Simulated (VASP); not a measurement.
# Cu3N (Pm-3m) in VASP: further runs

The runs below take Cu3N through single point, with RPBE, r2SCAN+D4.

Everything below comes from runs of VASP 6.6.1. Logs are shortened: lines on timing, memory, paths and dates and some standing lists are left out, and cuts for length are marked.

## (1) The cell of the first run

It takes space group Pm-3m (No. 221, cubic). Conventional cell: a = 3.922 Å, b = 3.922 Å, c = 3.922 Å, α = 90.00°, β = 90.00°, γ = 90.00°. Within 2.6 Å of Cu (site symmetry 4/mmm) lie 2 N at 1.96 Å. N (site symmetry m-3m) has 6 Cu at 1.96 Å within 2.6 Å.

## (2) Single point, RPBE (15.08 Å³/atom)

Input file INCAR:

```
ALGO = Normal
EDIFF = 1E-6
ENCUT = 600
GGA = RP
GGA_COMPAT = False
ISIF = 2
ISMEAR = 0
LASPH = True
LCHARG = False
LREAL = False
LWAVE = False
NBANDS = 27
NELM = 120
PREC = Accurate
SIGMA = 0.05
```

Input file KPOINTS:

```
k-points
0
Gamma
  8 8 8
```

Input file POSCAR:

```
Cu3N
1.0
    3.9215216886      0.0000000000      0.0000000000
    0.0000000000      3.9215216886      0.0000000000
    0.0000000000      0.0000000000      3.9215216886
Cu N
3 1
Direct
    0.5000000000      0.0000000000      0.0000000000
    0.0000000000      0.5000000000      0.0000000000
    0.0000000000      0.0000000000      0.5000000000
    0.0000000000      0.0000000000      0.0000000000
```

Potentials or basis: VASP PAW PBE potentials, release 64 (Cu, N).

Command:

```sh
cat potpaw_PBE.64/Cu/POTCAR potpaw_PBE.64/N/POTCAR > POTCAR
mpirun -np 1 vasp_std > vasp.out
```

OUTCAR:

```text
EDIFF = 1E-6
   ENCUT = 600
   GGA = RP
   ISIF = 2
   ISMEAR = 0
   LASPH = True
   LREAL = False
   NELM = 120
   PREC = Accurate

 ion  position               nearest neighbor table
   1  0.500  0.000  0.000-   4 1.96   4 1.96   2 2.77   3 2.77   2 2.77   2 2.77   3 2.77   3 2.77
                             3 2.77   2 2.77
   2  0.000  0.500  0.000-   4 1.96   4 1.96   1 2.77   3 2.77   1 2.77   3 2.77   3 2.77   3 2.77
                             1 2.77   1 2.77
   3  0.000  0.000  0.500-   4 1.96   4 1.96   1 2.77   1 2.77   2 2.77   2 2.77   2 2.77   2 2.77
                             1 2.77   1 2.77
   4  0.000  0.000  0.000-   1 1.96   2 1.96   3 1.96   3 1.96   2 1.96   1 1.96

  LATTYP: Found a simple cubic cell.
 ALAT       =     3.9215216886

  Lattice vectors:

 A1 = (   3.9215216886,   0.0000000000,   0.0000000000)
 A2 = (   0.0000000000,   3.9215216886,   0.0000000000)
 A3 = (   0.0000000000,   0.0000000000,   3.9215216886)

Analysis of symmetry for initial positions (statically):
=====================================================================
 Subroutine PRICEL returns:
 Original cell was already a primitive cell.

 Routine SETGRP: Setting up the symmetry group for a
 simple cubic supercell.

 Subroutine GETGRP returns: Found 48 space group operations
 (whereof 48 operations were pure point group operations)
 out of a pool of 48 trial point group operations.

The static configuration has the point symmetry O_h .

Analysis of symmetry for dynamics (positions and initial velocities):
=====================================================================
 Subroutine PRICEL returns:
 Original cell was already a primitive cell.

 Routine SETGRP: Setting up the symmetry group for a
 simple cubic supercell.

 Subroutine GETGRP returns: Found 48 space group operations
 (whereof 48 operations were pure point group operations)
 out of a pool of 48 trial point group operations.

The dynamic configuration has the point symmetry O_h .

 Subroutine INISYM returns: Found 48 space group operations
 (whereof 48 operations are pure point group operations),
 and found     1 'primitive' translations

----------------------------------------------------------------------------------------

[... 86 lines left out ...]
 SYSTEM =  unknown system
   PREC   = accura    normal or accurate (medium, high low for compatibility)
   ISTART =      0    job   : 0-new  1-cont  2-samecut
   ICHARG =      2    charge: 1-file 2-atom 10-const
   ISPIN  =      1    spin polarized calculation?
   LNONCOLLINEAR =      F non collinear calculations
   LSORBIT =      F    spin-orbit coupling
   LASPH  =      T    aspherical Exc in radial PAW
   ENCUT  =  600.0 eV  44.10 Ry    6.64 a.u.   7.83  7.83  7.83*2*pi/ulx,y,z
   NELM   =    120;   NELMIN=  2; NELMDL= -5     # of ELM steps
   EDIFF  = 0.1E-05   stopping-criterion for ELM
   LREAL  =      F    real-space projection
[... 7 lines left out ...]
   TEBEG  =    0.0;   TEEND  =   0.0 temperature during run
   PSTRESS=    0.0 pullay stress
   NELECT =      38.0000    total number of electrons
   NUPDOWN=      -1.0000    fix difference up-down
   EMIN   =  10.00;   EMAX   =-10.00  energy-range for DOS
   EFERMI =   0.00;   METHOD = LEGACY
   ISMEAR =     0;   SIGMA  =   0.05  broadening in eV -4-tet -1-fermi 0-gaus
   EFERMI_NEDOS =   21; number of points for ismear=-14 and -15
   IALGO  =     38    algorithm
   IMIX   =      4    mixing-type and parameters
     AMIX     =   0.40;   BMIX     =  1.00
     AMIX_MAG =   1.60;   BMIX_MAG =  1.00
  volume/ion in A,a.u.               =      15.08       101.74
  Fermi-wavevector in a.u.,A,eV,Ry     =   1.403508  2.652245 26.801210  1.969833
  Thomas-Fermi vector in A             =   2.526162
   LORBIT       =      0    0 simple, 1 ext, 2 COOP (PROOUT), +10 PAW based schemes
   GGA     = RP    functional components
   LHFCALC =     F    Hartree Fock is set to
   AEXX    =    0.0000 exact exchange contribution
   IVDW    =     0    specifies the selected vdW correction
   LEPSILON=     F    determine dielectric tensor
   LRPA    =     F    only Hartree local field effects (RPA)
 non-spin polarized calculation
 Gauss-broadening in eV      SIGMA  =   0.05
  energy-cutoff  :      600.00
  volume of cell :       60.31
 maximum number of plane-waves:      2040
 NGX is ok and might be reduce to    32
   NGX = 15   NGY = 15   NGZ = 15

 number of electron      38.0000009 magnetization

 Free energy of the ion-electron system (eV)
  ---------------------------------------------------
  ext. energy  EPLUGINS =         0.00000000
  ---------------------------------------------------
  free energy    TOTEN  =       -16.59910244 eV

  energy without entropy =      -16.59910244  energy(sigma->0) =      -16.59910244

 E-fermi :   4.4610     XC(G=0): -10.1946

 val. band max:        4.2177196590   @ k =   0.5000   0.5000   0.5000
 cond. band min:       4.6986060250   @ k =   0.5000   0.5000   0.0000
 fundamental gap:      0.4808863660
 Fermi energy:         4.4609922182

 k-point     1 :       0.0000    0.0000    0.0000
  band No.  band energies     occupation
      1     -11.9274      2.00000
      2      -0.4718      2.00000
      3      -0.0635      2.00000
      4      -0.0635      2.00000
      5      -0.0635      2.00000
      6       0.8287      2.00000
[... 709 lines left out ...]
     26      13.9835      0.00000
     27      15.9426      0.00000

 [... further k-points ...]

------------------------ aborting loop because EDIFF is reached ----------------------------------------

  FORCE on cell =-STRESS in cart. coord.  units (eV):
  Direction    XX          YY          ZZ          XY          YZ          ZX
  --------------------------------------------------------------------------------------
  -------------------------------------------------------------------------------------
  Total       -1.2093556     -1.2093556     -1.2093556      0.0000000      0.0000000     -0.0000000
  in kB      -32.1292612    -32.1292612    -32.1292612      0.0000000      0.0000000     -0.0000000
  external PRESSURE =     -32.1292612 kB  Pullay stress =       0.0000000 kB

 VOLUME and BASIS-vectors are now :
 -----------------------------------------------------------------------------
  energy-cutoff  :      600.00
  volume of cell :       60.31
      direct lattice vectors                 reciprocal lattice vectors
     3.921521689  0.000000000  0.000000000     0.255003052  0.000000000  0.000000000
     0.000000000  3.921521689  0.000000000     0.000000000  0.255003052  0.000000000
     0.000000000  0.000000000  3.921521689     0.000000000  0.000000000  0.255003052

 POSITION                                       TOTAL-FORCE (eV/Angst)
 -----------------------------------------------------------------------------------
      1.96076      0.00000      0.00000         0.000000      0.000000      0.000000
      0.00000      1.96076      0.00000         0.000000      0.000000      0.000000
      0.00000      0.00000      1.96076         0.000000      0.000000      0.000000
      0.00000      0.00000      0.00000         0.000000      0.000000      0.000000
 -----------------------------------------------------------------------------------
    total drift:                                0.000000      0.000000     -0.000000

  FREE ENERGIE OF THE ION-ELECTRON SYSTEM (eV)
  ---------------------------------------------------
  free  energy   TOTEN  =       -16.5991024367 eV

  energy  without entropy=      -16.5991024367  energy(sigma->0) =      -16.59910244
```

OSZICAR:

```text
N       E                     dE             d eps       ncg     rms          rms(c)
DAV:   1     0.306014871232E+03    0.30601E+03   -0.18698E+04  1906   0.236E+03
DAV:   2     0.169300269210E+02   -0.28908E+03   -0.27607E+03  1896   0.380E+02
DAV:   3    -0.191017238824E+02   -0.36032E+02   -0.33982E+02  2522   0.161E+02
DAV:   4    -0.206910547054E+02   -0.15893E+01   -0.15721E+01  2659   0.365E+01
DAV:   5    -0.207070027358E+02   -0.15948E-01   -0.15943E-01  2478   0.367E+00    0.145E+01
DAV:   6    -0.187167113886E+02    0.19903E+01   -0.32207E+01  2570   0.123E+02    0.981E+00
DAV:   7    -0.165924356586E+02    0.21243E+01   -0.84900E+00  2322   0.716E+01    0.253E+00
DAV:   8    -0.166191727826E+02   -0.26737E-01   -0.66186E-01  2158   0.548E+00    0.141E+00
DAV:   9    -0.165999785064E+02    0.19194E-01   -0.43724E-02  2381   0.258E+00    0.310E-01
DAV:  10    -0.165991973716E+02    0.78113E-03   -0.10213E-02  2578   0.155E+00    0.140E-01
DAV:  11    -0.165991385694E+02    0.58802E-04   -0.15339E-03  2864   0.699E-01    0.577E-02
DAV:  12    -0.165990939898E+02    0.44580E-04   -0.29655E-04  2871   0.181E-01    0.104E-02
DAV:  13    -0.165991004160E+02   -0.64262E-05   -0.40147E-05  2394   0.592E-02    0.969E-03
DAV:  14    -0.165991046036E+02   -0.41876E-05   -0.19025E-05  2186   0.394E-02    0.120E-02
DAV:  15    -0.165991023838E+02    0.22197E-05   -0.72963E-06  2296   0.381E-02    0.255E-03
DAV:  16    -0.165991024367E+02   -0.52904E-07   -0.22344E-07  1077   0.473E-03
   1 F= -.16599102E+02 E0= -.16599102E+02  d E =-.343657E-13
```

Wall time 1.9 min (1 thread of Oxide Virtual Turin-like, shared host); peak memory 0.17 GiB.

Results:

```yaml
Free_energy: -16.5991 eV
Pressure: -3.2 GPa
Band_gap_on_the_k_mesh: 0.48 eV (least direct gap 0.99 eV)
```

Caveat: the cell stands under tension; semilocal functionals underestimate gaps, and a narrow one can read as zero; the PAW data sets were made with another functional, which shifts forces and pressure a little. A k mesh can miss the band edges.

## (3) Single point, r2SCAN+D4 (12.90 Å³/atom)

This run uses another cell than the first one, of 12.90 Å³/atom.

Input file POSCAR:

```
Cu3N
1.0
    3.7233687025      0.0000000000      0.0000000000
    0.0000000000      3.7233687025      0.0000000000
    0.0000000000      0.0000000000      3.7233687025
Cu N
3 1
Direct
    0.5000000000      0.0000000000      0.0000000000
    0.0000000000      0.5000000000      0.0000000000
    0.0000000000      0.0000000000      0.5000000000
    0.0000000000      0.0000000000      0.0000000000
```

Input file INCAR.step1:

```
PREC = Accurate
ENCUT = 660
ISMEAR = 0
SIGMA = 0.05
LREAL = False
LASPH = True
NELM = 120
NBANDS = 27
GGA = PE
ALGO = Normal
EDIFF = 1E-5
LWAVE = True
LCHARG = False
GGA_COMPAT = False
```

Input file INCAR.step2:

```
PREC = Accurate
ENCUT = 660
EDIFF = 1E-6
ISMEAR = 0
SIGMA = 0.05
LREAL = False
LASPH = True
NELM = 120
ALGO = Normal
ISIF = 2
LWAVE = False
LCHARG = False
METAGGA = R2SCAN
LMIXTAU = True
IVDW = 13
VDW_S6 = 1.0
VDW_S8 = 0.6018749
VDW_A1 = 0.51559235
VDW_A2 = 5.77342911
NBANDS = 27
ISTART = 1
GGA_COMPAT = False
```

Input file KPOINTS:

```
Automatic mesh
0
Gamma
  8 8 8
```

Potentials or basis: VASP PAW PBE potentials, release 64 (Cu, N).

Command:

```sh
cat potpaw_PBE.64/Cu/POTCAR potpaw_PBE.64/N/POTCAR > POTCAR
cp INCAR.step1 INCAR
mpirun -np 1 vasp_std > vasp.out
cp INCAR.step2 INCAR
mpirun -np 1 vasp_std > vasp.out
```

OUTCAR:

```text
PREC = Accurate
   ENCUT = 660
   EDIFF = 1E-6
   ISMEAR = 0
   LREAL = False
   LASPH = True
   NELM = 120
   ISIF = 2
   METAGGA = R2SCAN
   IVDW = 13
   ISTART = 1

 ion  position               nearest neighbor table
   1  0.500  0.000  0.000-   4 1.86   4 1.86   2 2.63   3 2.63   2 2.63   2 2.63   3 2.63   3 2.63
                             3 2.63   2 2.63
   2  0.000  0.500  0.000-   4 1.86   4 1.86   1 2.63   3 2.63   1 2.63   3 2.63   3 2.63   3 2.63
                             1 2.63   1 2.63
   3  0.000  0.000  0.500-   4 1.86   4 1.86   1 2.63   1 2.63   2 2.63   2 2.63   2 2.63   2 2.63
                             1 2.63   1 2.63
   4  0.000  0.000  0.000-   1 1.86   2 1.86   3 1.86   3 1.86   2 1.86   1 1.86

  LATTYP: Found a simple cubic cell.
 ALAT       =     3.7233687025

  Lattice vectors:

 A1 = (   3.7233687025,   0.0000000000,   0.0000000000)
 A2 = (   0.0000000000,   3.7233687025,   0.0000000000)
 A3 = (   0.0000000000,   0.0000000000,   3.7233687025)

Analysis of symmetry for initial positions (statically):
=====================================================================
 Subroutine PRICEL returns:
 Original cell was already a primitive cell.

[... 177 lines left out ...]
 cond. band min:       5.6703341161   @ k =   0.5000   0.5000   0.0000
 fundamental gap:      0.0672742767
 Fermi energy:         5.6365619451

 k-point     1 :       0.0000    0.0000    0.0000
  band No.  band energies     occupation
      1     -12.8501      2.00000
      2      -0.2194      2.00000
      3       0.2330      2.00000
      4       0.2330      2.00000
      5       0.2331      2.00000
      6       1.1830      2.00000
[... 709 lines left out ...]
     26      16.0612      0.00000
     27      19.2033      0.00000

 [... further k-points ...]

------------------------ aborting loop because EDIFF is reached ----------------------------------------

  DFT-D4 for vdW energy calculation

  Edisp (eV):   -0.56616

  FORCE on cell =-STRESS in cart. coord.  units (eV):
  Direction    XX          YY          ZZ          XY          YZ          ZX
  --------------------------------------------------------------------------------------
  -------------------------------------------------------------------------------------
  Total       2.21386     2.21386     2.21386    -0.00000    -0.00000    -0.00000
  in kB      68.71517    68.71517    68.71517    -0.00000    -0.00000    -0.00000
  external pressure =       68.72 kB  Pullay stress =        0.00 kB

 VOLUME and BASIS-vectors are now :
 -----------------------------------------------------------------------------
  energy-cutoff  :      660.00
  volume of cell :       51.62
      direct lattice vectors                 reciprocal lattice vectors
     3.723368703  0.000000000  0.000000000     0.268573993  0.000000000  0.000000000
     0.000000000  3.723368703  0.000000000     0.000000000  0.268573993  0.000000000
     0.000000000  0.000000000  3.723368703     0.000000000  0.000000000  0.268573993

 POSITION                                       TOTAL-FORCE (eV/Angst)
 -----------------------------------------------------------------------------------
      1.86168      0.00000      0.00000         0.000000      0.000000      0.000000
      0.00000      1.86168      0.00000         0.000000      0.000000      0.000000
      0.00000      0.00000      1.86168         0.000000      0.000000      0.000000
      0.00000      0.00000      0.00000         0.000000      0.000000      0.000000
 -----------------------------------------------------------------------------------
    total drift:                                0.000000      0.000000     -0.000000

  FREE ENERGIE OF THE ION-ELECTRON SYSTEM (eV)
  ---------------------------------------------------
  free  energy   TOTEN  =       -41.2048274091 eV

  energy  without entropy=      -41.2046121862  energy(sigma->0) =      -41.20471980
```

OSZICAR.step1:

```text
N       E                     dE             d eps       ncg     rms          rms(c)
DAV:   1     0.320167761851E+03    0.32017E+03   -0.20394E+04  1946   0.275E+03
DAV:   2     0.184416409298E+02   -0.30173E+03   -0.28780E+03  1890   0.408E+02
DAV:   3    -0.213189716149E+02   -0.39761E+02   -0.37919E+02  2416   0.176E+02
DAV:   4    -0.230920040700E+02   -0.17730E+01   -0.17512E+01  2562   0.407E+01
DAV:   5    -0.231138780407E+02   -0.21874E-01   -0.21864E-01  2452   0.444E+00    0.161E+01
DAV:   6    -0.203842085245E+02    0.27297E+01   -0.35710E+01  2504   0.137E+02    0.962E+00
DAV:   7    -0.182365581377E+02    0.21477E+01   -0.92776E+00  2338   0.753E+01    0.258E+00
DAV:   8    -0.182497223312E+02   -0.13164E-01   -0.55800E-01  2202   0.556E+00    0.156E+00
DAV:   9    -0.182223553297E+02    0.27367E-01   -0.32484E-02  2772   0.271E+00    0.250E-01
DAV:  10    -0.182217781416E+02    0.57719E-03   -0.61042E-03  2441   0.108E+00    0.104E-01
DAV:  11    -0.182216837696E+02    0.94372E-04   -0.11629E-03  2697   0.560E-01    0.529E-02
DAV:  12    -0.182216528495E+02    0.30920E-04   -0.20105E-04  2645   0.173E-01    0.953E-03
DAV:  13    -0.182216533352E+02   -0.48573E-06   -0.29388E-05  1830   0.562E-02
   1 F= -.18221653E+02 E0= -.18221396E+02  d E =-.514426E-03
```

Run time: 5 min. Hardware: 1 thread of Oxide Virtual Turin-like, shared host; peak memory 0.18 GiB.

What came out:

```
Free energy                : -41.2048 eV
Pressure                   : 6.9 GPa
Band gap on the k mesh     : 0.07 eV (least direct gap 0.67 eV)
Dispersion energy per atom : -0.142 eV
```

Caveat: the cell stands under pressure; semilocal functionals underestimate gaps, and a narrow one can read as zero; the PAW data sets were made with another functional, which shifts forces and pressure a little. A k mesh can miss the band edges.
